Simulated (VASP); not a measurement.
# CuF3 (Pm-3m) in VASP: a series of runs, part 2 of 2

VASP 6.6.1. Earlier steps stand in the parts before.

### Step 3. Single point, PBE, collinear spin (14.15 Å³/atom)

This run uses another cell than the first one, of 14.15 Å³/atom.

The input, INCAR:

```
PREC = Accurate
ENCUT = 520
EDIFF = 1E-7
ISMEAR = 0
SIGMA = 0.05
LREAL = F
LASPH = T
NELM = 150
ALGO = Normal
ISIF = 2
LWAVE = F
LCHARG = F
ISPIN = 2
MAGMOM = 0.78 -0.78 0 0 0 0 0 0
LORBIT = 11
LMAXMIX = 4
GGA = PE
NBANDS = 46
```

The input, KPOINTS:

```
regular mesh
0
Gamma
  10 10 5
```

The input, POSCAR:

```
CuF3
1.0
    3.8396438482      0.0000000000      3.8396438482
    0.0000000000      3.8396438482      3.8396438482
    0.0000000001      0.0000000001      7.6792876964
Cu F
2 6
Direct
    0.0000000000      0.0000000000      0.0000000000
    0.0000000000      0.0000000000      0.5000000000
    0.5000000000      0.0000000000      0.7500000000
    0.0000000000      0.0000000000      0.2500000000
    0.0000000000      0.5000000000      0.7500000000
    0.5000000000      0.0000000000      0.2500000000
    0.0000000000      0.0000000000      0.7500000000
    0.0000000000      0.5000000000      0.2500000000
```

Potentials or basis: VASP PAW PBE potentials, release 64 (Cu, F).

On the command line:

```
$ cat potpaw_PBE.64/Cu/POTCAR potpaw_PBE.64/F/POTCAR > POTCAR
$ mpirun -np 1 vasp_std > vasp.out
```

OUTCAR:

```text
PREC = Accurate
   ENCUT = 520
   EDIFF = 1E-7
   ISMEAR = 0
   LREAL = F
   LASPH = T
   NELM = 150
   ISIF = 2
   ISPIN = 2
   LORBIT = 11
   GGA = PE

 ion  position               nearest neighbor table
   1  0.000  0.000  0.000-   3 1.92   5 1.92   8 1.92   6 1.92   4 1.92   7 1.92
   2  0.000  0.000  0.500-   6 1.92   8 1.92   5 1.92   3 1.92   7 1.92   4 1.92
   3  0.500  0.000  0.750-   2 1.92   1 1.92
   4  0.000  0.000  0.250-   1 1.92   2 1.92
   5  0.000  0.500  0.750-   2 1.92   1 1.92
   6  0.500  0.000  0.250-   1 1.92   2 1.92
   7  0.000  0.000  0.750-   1 1.92   2 1.92
   8  0.000  0.500  0.250-   1 1.92   2 1.92

  LATTYP: Found a face centered cubic cell.
 ALAT       =     7.6792876964

  Lattice vectors:

 A1 = (   3.8396438482,  -3.8396438482,   0.0000000000)
 A2 = (   3.8396438482,   0.0000000000,   3.8396438482)
 A3 = (   0.0000000001,  -3.8396438481,   3.8396438482)

Analysis of symmetry for initial positions (statically):
=====================================================================
 Subroutine PRICEL returns following result:

  LATTYP: Found a simple cubic cell.
 ALAT       =     3.8396438482
[... 12 lines left out ...]
 Subroutine GETGRP returns: Found 48 space group operations
 (whereof 48 operations were pure point group operations)
 out of a pool of 48 trial point group operations.

The static configuration has the point symmetry O_h .

Analysis of symmetry for dynamics (positions and initial velocities):
=====================================================================
 Subroutine PRICEL returns following result:

  LATTYP: Found a simple cubic cell.
 ALAT       =     3.8396438482
[... 12 lines left out ...]
 Subroutine GETGRP returns: Found 48 space group operations
 (whereof 48 operations were pure point group operations)
 out of a pool of 48 trial point group operations.

The dynamic configuration has the point symmetry O_h .

Analysis of structural, dynamic, and magnetic symmetry:
=====================================================================
 Subroutine PRICEL returns following result:

  LATTYP: Found a simple cubic cell.
 ALAT       =     3.8396438482
[... 12 lines left out ...]
 Subroutine GETGRP returns: Found 48 space group operations
 (whereof 48 operations were pure point group operations)
 out of a pool of 48 trial point group operations.

The overall configuration has the point symmetry O_h .

 Subroutine INISYM returns: Found 48 space group operations
 (whereof 48 operations are pure point group operations),
 and found     2 'primitive' translations

----------------------------------------------------------------------------------------

                                     Primitive cell

  volume of cell :      56.6074

  direct lattice vectors                    reciprocal lattice vectors
     0.000000000 -3.839643848  0.000000000    -0.000000000 -0.260440822  0.000000000
     3.839643848 -0.000000000  0.000000000     0.260440822  0.000000000 -0.000000000
     0.000000000  0.000000000  3.839643848     0.000000000  0.000000000  0.260440822

  length of vectors
     3.839643848  3.839643848  3.839643848     0.260440822  0.260440822  0.260440822

  position of ions in fractional coordinates (direct lattice)
     0.000000000  0.000000000  0.000000000
     1.000000000  0.500000000  1.000000000
     1.000000000  0.000000000  0.500000000
     0.500000000  0.000000000  1.000000000
[... 93 lines left out ...]
   EFERMI =   0.00;   METHOD = LEGACY
   ISMEAR =     0;   SIGMA  =   0.05  broadening in eV -4-tet -1-fermi 0-gaus
   EFERMI_NEDOS =   21; number of points for ismear=-14 and -15
   IALGO  =     38    algorithm
   IMIX   =      4    mixing-type and parameters
     AMIX     =   0.40;   BMIX     =  1.00
     AMIX_MAG =   1.60;   BMIX_MAG =  1.00
  volume/ion in A,a.u.               =      14.15        95.50
  Fermi-wavevector in a.u.,A,eV,Ry     =   1.353632  2.557993 24.930214  1.832319
  Thomas-Fermi vector in A             =   2.480871
   LORBIT       =     11    0 simple, 1 ext, 2 COOP (PROOUT), +10 PAW based schemes
   GGA     = PE    functional components
   LHFCALC =     F    Hartree Fock is set to
   AEXX    =    0.0000 exact exchange contribution
   IVDW    =     0    specifies the selected vdW correction
   LEPSILON=     F    determine dielectric tensor
   LRPA    =     F    only Hartree local field effects (RPA)
 spin polarized calculation
 Gauss-broadening in eV      SIGMA  =   0.05
  energy-cutoff  :      520.00
  volume of cell :      113.21
 maximum number of plane-waves:      3071
   NGX = 21   NGY = 21   NGZ = 29

 number of electron      64.0000025 magnetization       0.0000000

 number of electron      64.0000025 magnetization      -0.0000000

 Free energy of the ion-electron system (eV)
  ---------------------------------------------------
  ext. energy  EPLUGINS =         0.00000000
  ---------------------------------------------------
  free energy    TOTEN  =       -28.80330822 eV

  energy without entropy =      -28.80329662  energy(sigma->0) =      -28.80330242

 E-fermi :  -2.9700     XC(G=0):  -8.6640

 val. band max:       -3.0893842492   @ k =   0.5000   0.0000   0.4000
 cond. band min:      -2.8642944053   @ k =   0.4000   0.0000   0.0000
 fundamental gap:      0.2250898439
 Fermi energy:        -2.9700277230

 spin component 1

 k-point     1 :       0.0000    0.0000    0.0000
  band No.  band energies     occupation
      1     -24.0700      1.00000
      2     -23.3627      1.00000
      3     -23.3627      1.00000
      4     -23.3627      1.00000
      5     -23.2193      1.00000
      6     -23.2193      1.00000
[... 1117 lines left out ...]
     43      13.2295      0.00000
     44      14.0443      0.00000

 [... further k-points ...]

 spin component 2

 k-point     1 :       0.0000    0.0000    0.0000
  band No.  band energies     occupation
      1     -24.0700      1.00000
      2     -23.3627      1.00000
      3     -23.3627      1.00000
      4     -23.3627      1.00000
      5     -23.2193      1.00000
      6     -23.2193      1.00000
[... 1117 lines left out ...]
     43      13.2295      0.00000
     44      14.0443      0.00000

 [... further k-points ...]

 [bands above 44 left out]

------------------------ aborting loop because EDIFF is reached ----------------------------------------

  FORCE on cell =-STRESS in cart. coord.  units (eV):
  Direction    XX          YY          ZZ          XY          YZ          ZX
  --------------------------------------------------------------------------------------
  -------------------------------------------------------------------------------------
  Total       -2.2122425     -2.2122425     -2.2122425      0.0000000     -0.0000000     -0.0000000
  in kB      -31.3069300    -31.3069300    -31.3069300      0.0000000     -0.0000000     -0.0000000
  external PRESSURE =     -31.3069300 kB  Pullay stress =       0.0000000 kB

 VOLUME and BASIS-vectors are now :
 -----------------------------------------------------------------------------
  energy-cutoff  :      520.00
  volume of cell :      113.21
      direct lattice vectors                 reciprocal lattice vectors
     3.839643848  0.000000000  3.839643848     0.260440822  0.000000000 -0.000000000
     0.000000000  3.839643848  3.839643848     0.000000000  0.260440822 -0.000000000
     0.000000000  0.000000000  7.679287696    -0.130220411 -0.130220411  0.130220411

 POSITION                                       TOTAL-FORCE (eV/Angst)
 -----------------------------------------------------------------------------------
      0.00000      0.00000      0.00000         0.000000     -0.000000     -0.000000
      0.00000      0.00000      3.83964         0.000000      0.000000      0.000000
      1.91982      0.00000      7.67929         0.000000      0.000000     -0.000000
      0.00000      0.00000      1.91982         0.000000     -0.000000      0.000000
      0.00000      1.91982      7.67929        -0.000000     -0.000000     -0.000000
      1.91982      0.00000      3.83964         0.000000      0.000000      0.000000
      0.00000      0.00000      5.75947        -0.000000     -0.000000     -0.000000
      0.00000      1.91982      3.83964        -0.000000     -0.000000     -0.000000
 -----------------------------------------------------------------------------------
    total drift:                                0.000000     -0.000000     -0.000000

  FREE ENERGIE OF THE ION-ELECTRON SYSTEM (eV)
  ---------------------------------------------------
  free  energy   TOTEN  =       -28.8033082232 eV

  energy  without entropy=      -28.8032966160  energy(sigma->0) =      -28.80330242

 total charge

# of ion       s       p       d       tot
------------------------------------------
    1        0.316   0.417   8.853   9.586
    2        0.316   0.417   8.853   9.586
    3        1.740   4.299   0.000   6.039
    4        1.740   4.299   0.000   6.039
    5        1.740   4.299   0.000   6.039
    6        1.740   4.299   0.000   6.039
    7        1.740   4.299   0.000   6.039
    8        1.740   4.299   0.000   6.039
--------------------------------------------------
tot         11.072  26.626  17.706  55.404

 magnetization (x)

# of ion       s       p       d       tot
------------------------------------------
    1       -0.010  -0.014   0.673   0.649
    2        0.010   0.014  -0.673  -0.649
    3        0.000   0.000   0.000   0.000
    4        0.000   0.000   0.000   0.000
    5        0.000   0.000   0.000   0.000
    6        0.000   0.000   0.000   0.000
    7        0.000   0.000   0.000   0.000
    8        0.000   0.000   0.000   0.000
--------------------------------------------------
tot          0.000   0.000   0.000   0.000
```

It took 6.9 min on 1 thread of Intel Xeon Platinum 8259CL at 2.50GHz (Skylake/Cascade Lake), shared host; peak memory 0.48 GiB.

Results:

```
Free energy                                           : -28.8033 eV
Pressure                                              : -3.1 GPa
Band gap on the k mesh                                : 0.23 eV
Net moment                                            : 0.00 μB per cell
Site moments                                          : Cu +0.65, -0.65; F +0.00 μB
Valence electrons inside the program's atomic spheres : Cu 9.59; F 6.04
```

Caveat: the cell stands under tension; an odd mesh through Γ misses points on the zone boundary, where band edges can lie.

### Step 4. Single point, PBE, collinear spin (14.97 Å³/atom)

This run uses another cell than the first one, of 14.97 Å³/atom.

The input, INCAR:

```
ALGO = Normal ; EDIFF = 1E-6
ENCUT = 520 ; GGA = PE
ISIF = 2 ; ISMEAR = 0
ISPIN = 2 ; LASPH = True
LCHARG = False ; LMAXMIX = 4
LORBIT = 11 ; LREAL = False
LWAVE = False ; MAGMOM = 0.79 -0.79 0 0 0 0 0 0
NBANDS = 46 ; NELM = 150
PREC = Accurate ; SIGMA = 0.05
```

The input, KPOINTS:

```
k-points
0
Gamma
  10 10 5
```

POSCAR, as its differences from that of step 3:

```diff
@@ -2,5 +2,5 @@
 1.0
-    3.8396438482      0.0000000000      3.8396438482
-    0.0000000000      3.8396438482      3.8396438482
-    0.0000000001      0.0000000001      7.6792876964
+    3.9121069992      0.0000000000      3.9121069991
+    0.0000000000      3.9121069992      3.9121069991
+    0.0000000001      0.0000000001      7.8242139983
 Cu F
```

Potentials or basis: VASP PAW PBE potentials, release 64 (Cu, F).

On the command line:

```
$ cat potpaw_PBE.64/Cu/POTCAR potpaw_PBE.64/F/POTCAR > POTCAR
$ mpirun -np 1 vasp_std > vasp.out
```

OUTCAR:

```text
EDIFF = 1E-6
   ENCUT = 520
   GGA = PE
   ISIF = 2
   ISMEAR = 0
   ISPIN = 2
   LASPH = True
   LORBIT = 11
   LREAL = False
   NELM = 150
   PREC = Accurate

 ion  position               nearest neighbor table
   1  0.000  0.000  0.000-   3 1.96   4 1.96   5 1.96   7 1.96   8 1.96   6 1.96
   2  0.000  0.000  0.500-   4 1.96   6 1.96   7 1.96   8 1.96   5 1.96   3 1.96
   3  0.500  0.000  0.750-   2 1.96   1 1.96
   4  0.000  0.000  0.250-   1 1.96   2 1.96
   5  0.000  0.500  0.750-   2 1.96   1 1.96
   6  0.500  0.000  0.250-   1 1.96   2 1.96
   7  0.000  0.000  0.750-   1 1.96   2 1.96
   8  0.000  0.500  0.250-   1 1.96   2 1.96

  LATTYP: Found a face centered cubic cell.
 ALAT       =     7.8242139984

  Lattice vectors:

[... 2508 lines left out ...]
  Total       -5.1319519     -5.1319519     -5.1319519      0.0000000     -0.0000000     -0.0000000
  in kB      -68.6642985    -68.6642985    -68.6642985      0.0000000     -0.0000000     -0.0000000
  external PRESSURE =     -68.6642985 kB  Pullay stress =       0.0000000 kB

 VOLUME and BASIS-vectors are now :
 -----------------------------------------------------------------------------
  energy-cutoff  :      520.00
  volume of cell :      119.75
      direct lattice vectors                 reciprocal lattice vectors
     3.912106999  0.000000000  3.912106999     0.255616730  0.000000000 -0.000000000
     0.000000000  3.912106999  3.912106999     0.000000000  0.255616730 -0.000000000
     0.000000000  0.000000000  7.824213998    -0.127808365 -0.127808365  0.127808365

 POSITION                                       TOTAL-FORCE (eV/Angst)
 -----------------------------------------------------------------------------------
      0.00000      0.00000      0.00000         0.000000     -0.000000     -0.000000
      0.00000      0.00000      3.91211        -0.000000      0.000000     -0.000000
      1.95605      0.00000      7.82421         0.000000      0.000000     -0.000000
      0.00000      0.00000      1.95605         0.000000     -0.000000     -0.000000
      0.00000      1.95605      7.82421        -0.000000     -0.000000      0.000000
      1.95605      0.00000      3.91211        -0.000000      0.000000      0.000000
      0.00000      0.00000      5.86816         0.000000     -0.000000     -0.000000
      0.00000      1.95605      3.91211        -0.000000     -0.000000      0.000000
 -----------------------------------------------------------------------------------
    total drift:                                0.000000      0.000000     -0.000000

  FREE ENERGIE OF THE ION-ELECTRON SYSTEM (eV)
  ---------------------------------------------------
  free  energy   TOTEN  =       -28.6121264588 eV

  energy  without entropy=      -28.6117766417  energy(sigma->0) =      -28.61195155

 total charge

# of ion       s       p       d       tot
------------------------------------------
    1        0.296   0.370   8.843   9.509
    2        0.296   0.370   8.843   9.509
    3        1.740   4.282   0.000   6.022
    4        1.740   4.282   0.000   6.022
    5        1.740   4.282   0.000   6.022
    6        1.740   4.282   0.000   6.022
    7        1.740   4.282   0.000   6.022
    8        1.740   4.282   0.000   6.022
--------------------------------------------------
tot         11.030  26.434  17.685  55.149

 magnetization (x)

# of ion       s       p       d       tot
------------------------------------------
    1       -0.010  -0.013   0.676   0.654
    2        0.010   0.013  -0.676  -0.654
    3        0.000   0.000   0.000   0.000
    4        0.000   0.000   0.000   0.000
    5        0.000   0.000   0.000   0.000
    6        0.000   0.000   0.000   0.000
    7        0.000   0.000   0.000   0.000
    8        0.000   0.000   0.000   0.000
--------------------------------------------------
tot          0.000   0.000   0.000   0.000
```

stdout:

```text
POSCAR found type information on POSCAR CuF
 POSCAR found :  2 types and       8 ions
 scaLAPACK will be used
 LDA part: xc-table for (Slater+PW92), standard interpolation
 POSCAR, INCAR and KPOINTS ok, starting setup
 FFT: planning ... GRIDC
 FFT: planning ... GRID_SOFT
 FFT: planning ... GRID
 WAVECAR not read
 entering main loop
```

Run time: 7.9 min. Hardware: 1 thread of Intel Xeon Platinum 8259CL at 2.50GHz (Skylake/Cascade Lake), shared host; peak memory 0.51 GiB.

What came out:

```
Free energy                                           : -28.6121 eV
Pressure                                              : -6.9 GPa
Band gap on the k mesh                                : 0.13 eV
Net moment                                            : 0.00 μB per cell
Site moments                                          : Cu +0.65, -0.65; F +0.00 μB
Valence electrons inside the program's atomic spheres : Cu 9.51; F 6.02
```

Levels at points of the mesh, in eV from the valence-band top:
Spin up:
```tsv
k point	band 29	band 30	band 31	band 32	band 33	band 34	band 35	band 36
(0.00, 0.00, 0.00)	-0.42	0.00	0.00	0.00	1.54	1.54	6.71	11.68
(0.50, 0.00, 0.00)	-0.25	-0.13	-0.13	0.00	0.13	1.54	9.41	10.97
```
Spin down:
```csv
k point,band 30,band 31,band 32,band 33,band 34,band 35
"(0.00, 0.00, 0.00)",0.00,0.00,0.00,1.54,1.54,6.71
"(0.50, 0.00, 0.00)",-0.13,-0.13,0.00,0.13,1.54,9.41
```

Caveat: the cell stands under tension; an odd mesh through Γ misses points on the zone boundary, where band edges can lie.

### Step 5. Summary

| cell | gap on the mesh (eV) | pressure (GPa) | moment (μB) |
| --- | --- | --- | --- |
| a = 5.482, b = 5.482, c = 7.752 Å, angles 45.0, 45.0, 60.0°, 8 atoms | 0.19 | -5.2 | 0.00 |
| a = 5.430, b = 5.430, c = 7.679 Å, angles 45.0, 45.0, 60.0°, 8 atoms | 0.23 | -3.1 | 0.00 |
| a = 5.533, b = 5.533, c = 7.824 Å, angles 45.0, 45.0, 60.0°, 8 atoms | 0.13 | -6.9 | 0.00 |

Alike in all rows: task single point; level PBE; potentials or basis VASP PAW PBE potentials, release 64 (Cu, F); spin collinear; k mesh 10 × 10 × 5; cutoff (eV) 520; smearing gaussian 0.05 eV.

Caveats: the cell stands under tension; an odd mesh through Γ misses points on the zone boundary, where band edges can lie.

Absolute energies hang on the potentials; compare differences alone.
